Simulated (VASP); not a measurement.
# ZrO2 (Fm-3m) in VASP: a series of runs

The runs below take ZrO2 through single point, with PBE.

Program: VASP 6.6.1. These are calculated values, not measurements. Logs are shortened: lines on timing, memory, paths and dates and some standing lists are left out, and cuts for length are marked.

## (1) The cell of the first run

The structure is cubic, space group Fm-3m (No. 225). Conventional cell: a = 4.886 Å, b = 4.886 Å, c = 4.886 Å, α = 90.00°, β = 90.00°, γ = 90.00°. Zr (site symmetry m-3m) has 8 O at 2.12 Å within 2.8 Å. Within 2.8 Å of O (site symmetry -43m) lie 4 Zr at 2.12 Å and 6 O at 2.44 Å.

## (2) Single point, PBE (strain -4.0%)

File INCAR:

```
SYSTEM = ZrO2
PREC = Accurate
ENCUT = 600
EDIFF = 1E-6
ISMEAR = 0
SIGMA = 0.01
LREAL = .FALSE.
LASPH = .TRUE.
NELM = 120
ALGO = Normal
ISIF = 2
LWAVE = .FALSE.
LCHARG = .FALSE.
GGA = PE
NBANDS = 19
GGA_COMPAT = .FALSE.
```

File KPOINTS:

```
Automatic mesh
0
G
  6 6 6
  0 0 0
```

File POSCAR:

```
ZrO2
1.0
    0.0000000000      2.4429250423      2.4429250423
    2.4429250423      0.0000000000      2.4429250423
    2.4429250423      2.4429250423      0.0000000000
Zr O
1 2
Direct
    0.0000000000      0.0000000000      0.0000000000
    0.2500000000      0.2500000000      0.2500000000
    0.7500000000      0.7500000000      0.7500000000
```

Potentials or basis: VASP PAW PBE potentials, release 64 (Zr_sv, O).

Run with:

```console
cat potpaw_PBE.64/Zr_sv/POTCAR potpaw_PBE.64/O/POTCAR > POTCAR
mpirun -np 1 vasp_std > vasp.out
```

OUTCAR:

```text
SYSTEM = ZrO2
   PREC = Accurate
   ENCUT = 600
   EDIFF = 1E-6
   ISMEAR = 0
   LREAL = .FALSE.
   LASPH = .TRUE.
   NELM = 120
   ISIF = 2
   GGA = PE

 ion  position               nearest neighbor table
   1  0.000  0.000  0.000-   3 2.12   3 2.12   3 2.12   2 2.12   3 2.12   2 2.12   2 2.12   2 2.12

   2  0.250  0.250  0.250-   1 2.12   1 2.12   1 2.12   1 2.12
   3  0.750  0.750  0.750-   1 2.12   1 2.12   1 2.12   1 2.12

  LATTYP: Found a face centered cubic cell.
 ALAT       =     4.8858500846

  Lattice vectors:

 A1 = (   0.0000000000,   2.4429250423,   2.4429250423)
 A2 = (   2.4429250423,   0.0000000000,   2.4429250423)
 A3 = (   2.4429250423,   2.4429250423,   0.0000000000)

Analysis of symmetry for initial positions (statically):
=====================================================================
 Subroutine PRICEL returns:
 Original cell was already a primitive cell.

 Routine SETGRP: Setting up the symmetry group for a
 face centered cubic supercell.

 Subroutine GETGRP returns: Found 48 space group operations
 (whereof 48 operations were pure point group operations)
 out of a pool of 48 trial point group operations.

The static configuration has the point symmetry O_h .

Analysis of symmetry for dynamics (positions and initial velocities):
=====================================================================
 Subroutine PRICEL returns:
 Original cell was already a primitive cell.

 Routine SETGRP: Setting up the symmetry group for a
 face centered cubic supercell.

 Subroutine GETGRP returns: Found 48 space group operations
 (whereof 48 operations were pure point group operations)
 out of a pool of 48 trial point group operations.

The dynamic configuration has the point symmetry O_h .

 Subroutine INISYM returns: Found 48 space group operations
 (whereof 48 operations are pure point group operations),
 and found     1 'primitive' translations

----------------------------------------------------------------------------------------

                                     Primitive cell

  volume of cell :      29.1582

  direct lattice vectors                    reciprocal lattice vectors
     0.000000000  2.442925042  2.442925042    -0.204672674  0.204672674  0.204672674
     2.442925042  0.000000000  2.442925042     0.204672674 -0.204672674  0.204672674
     2.442925042  2.442925042  0.000000000     0.204672674  0.204672674 -0.204672674

  length of vectors
     3.454817727  3.454817727  3.454817727     0.354503470  0.354503470  0.354503470

  position of ions in fractional coordinates (direct lattice)
     0.000000000  0.000000000  0.000000000
     0.250000000  0.250000000  0.250000000
     0.750000000  0.750000000  0.750000000

  ion indices of the primitive-cell ions
   primitive index   ion index
                 1           1
                 2           2
                 3           3

----------------------------------------------------------------------------------------

 KPOINTS: Automatic mesh

Automatic generation of k-mesh.
 Grid dimensions read from file:
 generate k-points for:    6    6    6

 Generating k-lattice:

  Cartesian coordinates                     Fractional coordinates (reciprocal lattice)
    -0.034112112  0.034112112  0.034112112     0.166666667  0.000000000  0.000000000
     0.034112112 -0.034112112  0.034112112     0.000000000  0.166666667  0.000000000
     0.034112112  0.034112112 -0.034112112     0.000000000  0.000000000  0.166666667

  Length of vectors
     0.059083912  0.059083912  0.059083912

  Shift w.r.t. Gamma in fractional coordinates (k-lattice)
     0.000000000  0.000000000  0.000000000

 Subroutine IBZKPT returns following result:
 ===========================================

 Found     16 irreducible k-points:

 Following reciprocal coordinates:
            Coordinates               Weight
  0.000000  0.000000  0.000000      1.000000
  0.166667  0.000000  0.000000      8.000000
  0.333333  0.000000  0.000000      8.000000
  0.500000  0.000000  0.000000      4.000000
  0.166667  0.166667  0.000000      6.000000
  0.333333  0.166667  0.000000     24.000000
[... 8 lines left out ...]
 -0.333333  0.333333  0.166667     24.000000
 -0.333333  0.500000  0.166667     12.000000
   k-points           NKPTS =     16   k-points in BZ     NKDIM =     16   number of bands    NBANDS=     19
   number of dos      NEDOS =    301   number of ions     NIONS =      3
   total plane-waves  NPLWV =  21952
   dimension x,y,z NGX =    28 NGY =   28 NGZ =   28
   dimension x,y,z NGXF=    56 NGYF=   56 NGZF=   56
   ions per type =               1   2
   NGX,Y,Z   is equivalent  to a cutoff of  13.47, 13.47, 13.47 a.u.
   NGXF,Y,Z  is equivalent  to a cutoff of  26.95, 26.95, 26.95 a.u.
 SYSTEM =  ZrO2
   PREC   = accura    normal or accurate (medium, high low for compatibility)
   ISTART =      0    job   : 0-new  1-cont  2-samecut
   ICHARG =      2    charge: 1-file 2-atom 10-const
   ISPIN  =      1    spin polarized calculation?
   LNONCOLLINEAR =      F non collinear calculations
   LSORBIT =      F    spin-orbit coupling
   LASPH  =      T    aspherical Exc in radial PAW
   ENCUT  =  600.0 eV  44.10 Ry    6.64 a.u.   6.90  6.90  6.90*2*pi/ulx,y,z
   NELM   =    120;   NELMIN=  2; NELMDL= -5     # of ELM steps
   EDIFF  = 0.1E-05   stopping-criterion for ELM
   LREAL  =      F    real-space projection
   EDIFFG = 0.1E-04   stopping-criterion for IOM
   NSW    =      0    number of steps for IOM
   IBRION =     -1    ionic relax: 0-MD 1-quasi-New 2-CG
   NFREE  =      0    steps in history (QN), initial steepest desc. (CG)
   ISIF   =      2    stress and relaxation
   ISYM   =      2    0-nonsym 1-usesym 2-fastsym
   POTIM  = 0.5000    time-step for ionic-motion
   TEBEG  =    0.0;   TEEND  =   0.0 temperature during run
   PSTRESS=    0.0 pullay stress
   NELECT =      24.0000    total number of electrons
   NUPDOWN=      -1.0000    fix difference up-down
   EMIN   =  10.00;   EMAX   =-10.00  energy-range for DOS
   EFERMI =   0.00;   METHOD = LEGACY
   ISMEAR =     0;   SIGMA  =   0.01  broadening in eV -4-tet -1-fermi 0-gaus
   EFERMI_NEDOS =   21; number of points for ismear=-14 and -15
   IALGO  =     38    algorithm
   IMIX   =      4    mixing-type and parameters
     AMIX     =   0.40;   BMIX     =  1.00
     AMIX_MAG =   1.60;   BMIX_MAG =  1.00
  volume/ion in A,a.u.               =       9.72        65.59
  Fermi-wavevector in a.u.,A,eV,Ry     =   1.534235  2.899283 32.026424  2.353876
  Thomas-Fermi vector in A             =   2.641191
   LORBIT       =      0    0 simple, 1 ext, 2 COOP (PROOUT), +10 PAW based schemes
   GGA     = PE    functional components
   LHFCALC =     F    Hartree Fock is set to
   AEXX    =    0.0000 exact exchange contribution
   IVDW    =     0    specifies the selected vdW correction
   LEPSILON=     F    determine dielectric tensor
   LRPA    =     F    only Hartree local field effects (RPA)
 non-spin polarized calculation
 Gauss-broadening in eV      SIGMA  =   0.01
  energy-cutoff  :      600.00
  volume of cell :       29.16
 maximum number of plane-waves:       983
   NGX = 13   NGY = 13   NGZ = 13

 number of electron      24.0000007 magnetization

 Free energy of the ion-electron system (eV)
  ---------------------------------------------------
  ext. energy  EPLUGINS =         0.00000000
  ---------------------------------------------------
  free energy    TOTEN  =       -28.03500366 eV

  energy without entropy =      -28.03500366  energy(sigma->0) =      -28.03500366

 E-fermi :   8.7795     XC(G=0): -12.4581

 val. band max:        8.6804788287   @ k =   0.5000   0.5000   0.0000
 cond. band min:      12.3581499110   @ k =   0.0000   0.0000   0.0000
 fundamental gap:      3.6776710823
 Fermi energy:         8.7795302317

 k-point     1 :       0.0000    0.0000    0.0000
  band No.  band energies     occupation
      1     -38.8475      2.00000
      2     -16.6717      2.00000
      3     -16.6717      2.00000
      4     -16.6717      2.00000
      5     -10.1064      2.00000
      6      -7.0988      2.00000
[... 11 lines left out ...]
     18      19.6221      0.00000
     19      24.1142      0.00000

 k-point     2 :       0.1667    0.0000    0.0000
  band No.  band energies     occupation
      1     -38.8253      2.00000
      2     -17.0118      2.00000
      3     -16.7013      2.00000
      4     -16.7013      2.00000
      5      -9.5887      2.00000
      6      -7.4268      2.00000
[... 11 lines left out ...]
     18      19.1429      0.00000
     19      23.7706      0.00000

 k-point     3 :       0.3333    0.0000    0.0000
  band No.  band energies     occupation
      1     -38.7804      2.00000
      2     -17.5876      2.00000
      3     -16.7597      2.00000
      4     -16.7597      2.00000
      5      -9.0249      2.00000
      6      -7.5115      2.00000
[... 11 lines left out ...]
     18      19.0773      0.00000
     19      23.5725      0.00000

 k-point     4 :       0.5000    0.0000    0.0000
  band No.  band energies     occupation
      1     -38.7578      2.00000
      2     -17.8398      2.00000
      3     -16.7884      2.00000
      4     -16.7884      2.00000
      5      -9.0842      2.00000
      6      -7.1585      2.00000
[... 11 lines left out ...]
     18      18.5017      0.00000
     19      24.6770      0.00000

 k-point     5 :       0.1667    0.1667    0.0000
  band No.  band energies     occupation
      1     -38.8179      2.00000
      2     -17.0517      2.00000
      3     -16.7464      2.00000
      4     -16.7464      2.00000
      5      -9.3780      2.00000
      6      -7.5725      2.00000
[... 11 lines left out ...]
     18      19.0261      0.00000
     19      24.1441      0.00000

 k-point     6 :       0.3333    0.1667    0.0000
  band No.  band energies     occupation
      1     -38.7806      2.00000
      2     -17.4677      2.00000
      3     -16.8532      2.00000
      4     -16.8122      2.00000
      5      -8.6669      2.00000
      6      -7.8739      2.00000
[... 11 lines left out ...]
     18      19.3957      0.00000
     19      24.2079      0.00000

 k-point     7 :       0.5000    0.1667    0.0000
  band No.  band energies     occupation
      1     -38.7505      2.00000
      2     -17.7356      2.00000
      3     -17.0031      2.00000
      4     -16.8332      2.00000
      5      -8.6778      2.00000
      6      -7.4412      2.00000
[... 11 lines left out ...]
     18      19.5972      0.00000
     19      24.8607      0.00000

 k-point     8 :      -0.3333    0.1667    0.0000
  band No.  band energies     occupation
      1     -38.7580      2.00000
      2     -17.6455      2.00000
      3     -17.0355      2.00000
      4     -16.7892      2.00000
      5      -8.6221      2.00000
      6      -7.6001      2.00000
[... 11 lines left out ...]
     18      19.8246      0.00000
     19      24.5471      0.00000

 k-point     9 :      -0.1667    0.1667    0.0000
  band No.  band energies     occupation
      1     -38.7955      2.00000
      2     -17.3092      2.00000
      3     -16.8737      2.00000
      4     -16.7232      2.00000
      5      -8.9467      2.00000
      6      -7.7599      2.00000
[... 11 lines left out ...]
     18      19.4724      0.00000
     19      24.0351      0.00000

 k-point    10 :       0.3333    0.3333    0.0000
  band No.  band energies     occupation
      1     -38.7583      2.00000
      2     -17.6691      2.00000
      3     -16.8928      2.00000
      4     -16.8928      2.00000
      5      -8.3404      2.00000
      6      -7.9378      2.00000
[... 11 lines left out ...]
     18      19.4972      0.00000
     19      25.8192      0.00000

 k-point    11 :       0.5000    0.3333    0.0000
  band No.  band energies     occupation
      1     -38.7357      2.00000
      2     -17.7793      2.00000
      3     -17.0906      2.00000
      4     -16.9212      2.00000
      5      -8.4189      2.00000
      6      -7.4970      2.00000
[... 11 lines left out ...]
     18      21.3332      0.00000
     19      25.2191      0.00000

 k-point    12 :      -0.3333    0.3333    0.0000
  band No.  band energies     occupation
      1     -38.7356      2.00000
      2     -17.5277      2.00000
      3     -17.4274      2.00000
      4     -16.8701      2.00000
      5      -8.1846      2.00000
      6      -7.6867      2.00000
[... 11 lines left out ...]
     18      21.0964      0.00000
     19      25.4992      0.00000

 k-point    13 :       0.5000    0.5000    0.0000
  band No.  band energies     occupation
      1     -38.7283      2.00000
      2     -17.9310      2.00000
      3     -16.9645      2.00000
      4     -16.9645      2.00000
      5      -8.6651      2.00000
      6      -7.1649      2.00000
[... 11 lines left out ...]
     18      23.4594      0.00000
     19      23.7370      0.00000

 k-point    14 :       0.5000    0.3333    0.1667
  band No.  band energies     occupation
      1     -38.7506      2.00000
      2     -17.6137      2.00000
      3     -17.1183      2.00000
      4     -16.8621      2.00000
      5      -8.1001      2.00000
      6      -8.0226      2.00000
[... 11 lines left out ...]
     18      20.4548      0.00000
     19      25.2582      0.00000

 k-point    15 :      -0.3333    0.3333    0.1667
  band No.  band energies     occupation
      1     -38.7356      2.00000
      2     -17.5965      2.00000
      3     -17.3249      2.00000
      4     -16.9048      2.00000
      5      -8.1692      2.00000
      6      -7.7015      2.00000
[... 11 lines left out ...]
     18      20.9174      0.00000
     19      25.6574      0.00000

 k-point    16 :      -0.3333    0.5000    0.1667
  band No.  band energies     occupation
      1     -38.7282      2.00000
      2     -17.7155      2.00000
      3     -17.2359      2.00000
      4     -16.9711      2.00000
      5      -8.2564      2.00000
      6      -7.5096      2.00000
[... 11 lines left out ...]
     18      22.1630      0.00000
     19      25.1500      0.00000

------------------------ aborting loop because EDIFF is reached ----------------------------------------

  FORCE on cell =-STRESS in cart. coord.  units (eV):
  Direction    XX          YY          ZZ          XY          YZ          ZX
  --------------------------------------------------------------------------------------
  -------------------------------------------------------------------------------------
  Total        7.9730749      7.9730749      7.9730749     -0.0000000      0.0000000     -0.0000000
  in kB      438.1027752    438.1027752    438.1027752     -0.0000000      0.0000000     -0.0000000
  external PRESSURE =     438.1027752 kB  Pullay stress =       0.0000000 kB

 VOLUME and BASIS-vectors are now :
 -----------------------------------------------------------------------------
  energy-cutoff  :      600.00
  volume of cell :       29.16
      direct lattice vectors                 reciprocal lattice vectors
     0.000000000  2.442925042  2.442925042    -0.204672674  0.204672674  0.204672674
     2.442925042  0.000000000  2.442925042     0.204672674 -0.204672674  0.204672674
     2.442925042  2.442925042  0.000000000     0.204672674  0.204672674 -0.204672674

 POSITION                                       TOTAL-FORCE (eV/Angst)
 -----------------------------------------------------------------------------------
      0.00000      0.00000      0.00000         0.000000     -0.000000      0.000000
      1.22146      1.22146      1.22146        -0.000000     -0.000000     -0.000000
      3.66439      3.66439      3.66439         0.000000      0.000000      0.000000
 -----------------------------------------------------------------------------------
    total drift:                                0.000000      0.000000      0.000000

  FREE ENERGIE OF THE ION-ELECTRON SYSTEM (eV)
  ---------------------------------------------------
  free  energy   TOTEN  =       -28.0350036599 eV

  energy  without entropy=      -28.0350036599  energy(sigma->0) =      -28.03500366
```

Run time: 8.9 s. Hardware: 1 thread of Intel Xeon Platinum 8559C (Emerald Rapids), shared host; peak memory 0.15 GiB.

Results:

```yaml
Free_energy: -28.0350 eV
Pressure: 43.8 GPa
Band_gap_on_the_k_mesh: 3.68 eV, indirect (least direct gap 4.25 eV)
```

Caveat: the cell differs from its parent crystal (strain -4.0%). A k mesh can miss the band edges.

## (3) Single point, PBE (strain -3.0%)

File INCAR:

```
SYSTEM = ZrO2
ALGO = Normal ; EDIFF = 1E-6
ENCUT = 600 ; GGA = PE
GGA_COMPAT = .False. ; ISIF = 2
ISMEAR = 0 ; LASPH = .True.
LCHARG = .False. ; LREAL = .False.
LWAVE = .False. ; NBANDS = 19
NELM = 120 ; PREC = Accurate
SIGMA = 0.01
```

File KPOINTS:

```
k-points
0
Gamma
  6 6 6
  0 0 0
```

File POSCAR:

```
ZrO2
1.0
    0.0000000000      2.4683721782      2.4683721782
    2.4683721782      0.0000000000      2.4683721782
    2.4683721782      2.4683721782      0.0000000000
Zr O
1 2
Direct
    0.0000000000      0.0000000000      0.0000000000
    0.2500000000      0.2500000000      0.2500000000
    0.7500000000      0.7500000000      0.7500000000
```

Potentials or basis: VASP PAW PBE potentials, release 64 (Zr_sv, O).

Run with:

```console
cat potpaw_PBE.64/Zr_sv/POTCAR potpaw_PBE.64/O/POTCAR > POTCAR
mpirun -np 1 vasp_std > vasp.out
```

Wall time 9.5 s (1 thread of Intel Xeon Platinum 8559C (Emerald Rapids), shared host); peak memory 0.15 GiB.

It converged, with:

```yaml
Free_energy: -28.2546 eV
Pressure: 31.8 GPa
Band_gap_on_the_k_mesh: 3.60 eV, indirect (least direct gap 4.13 eV)
```

Levels at points of the mesh, in eV from the valence-band top:
```csv
k point,band 8,band 9,band 10,band 11,band 12,band 13,band 14,band 15,band 16,band 17
"(0.00, 0.00, 0.00)",-5.79,-5.79,-0.56,-0.56,-0.56,3.60,3.60,7.27,10.53,10.53
"(0.50, 0.00, 0.00)",-4.68,-2.70,-2.55,-1.71,-1.71,4.36,4.36,6.97,9.32,9.46
"(0.50, 0.50, 0.00)",-3.28,-3.28,-1.65,-1.65,0.00,4.13,5.24,6.70,8.10,8.10
```

Caveat: the cell differs from its parent crystal (strain -3.0%). A k mesh can miss the band edges.

## (4) Single point, PBE (strain -2.0%)

File INCAR:

```
SYSTEM = ZrO2
  PREC = Accurate
  ENCUT = 600
  EDIFF = 1E-6
  ISMEAR = 0
  SIGMA = 0.01
  LREAL = .False.
  LASPH = .True.
  NELM = 120
  ALGO = Normal
  ISIF = 2
  LWAVE = .False.
  LCHARG = .True.
  GGA = PE
  LELF = .True.
  LVHAR = .True.
  NBANDS = 19
  GGA_COMPAT = .False.
```

File KPOINTS:

```
Automatic mesh
0
Gamma
  6 6 6
  0 0 0
```

File POSCAR:

```
ZrO2
1.0
    0.0000000000      2.4938193140      2.4938193140
    2.4938193140      0.0000000000      2.4938193140
    2.4938193140      2.4938193140      0.0000000000
Zr O
1 2
Direct
    0.0000000000      0.0000000000      0.0000000000
    0.2500000000      0.2500000000      0.2500000000
    0.7500000000      0.7500000000      0.7500000000
```

Run with:

```console
cat potpaw_PBE.64/Zr_sv/POTCAR potpaw_PBE.64/O/POTCAR > POTCAR
mpirun -np 1 vasp_std > vasp.out
```

It took 8.9 s on 1 thread of Intel Xeon Platinum 8559C (Emerald Rapids), shared host; peak memory 0.15 GiB.

Results (log left out):

| Quantity | Value |
| --- | --- |
| Free energy | -28.4128 eV |
| Pressure | 21.3 GPa |
| Band gap on the k mesh | 3.52 eV, indirect (least direct gap 4.02 eV) |

Levels at points of the mesh, in eV from the valence-band top:
```
           k point  band 10  band 11  band 12  band 13  band 14  band 15
(0.00, 0.00, 0.00)    -0.55    -0.55    -0.55     3.52     3.52     7.04
(0.50, 0.00, 0.00)    -2.53    -1.69    -1.69     4.24     4.24     6.66
(0.50, 0.50, 0.00)    -1.60    -1.60     0.00     4.02     5.07     6.40
```

Caveat: the cell differs from its parent crystal (strain -2.0%). A k mesh can miss the band edges.

[end of part 1 of 2]
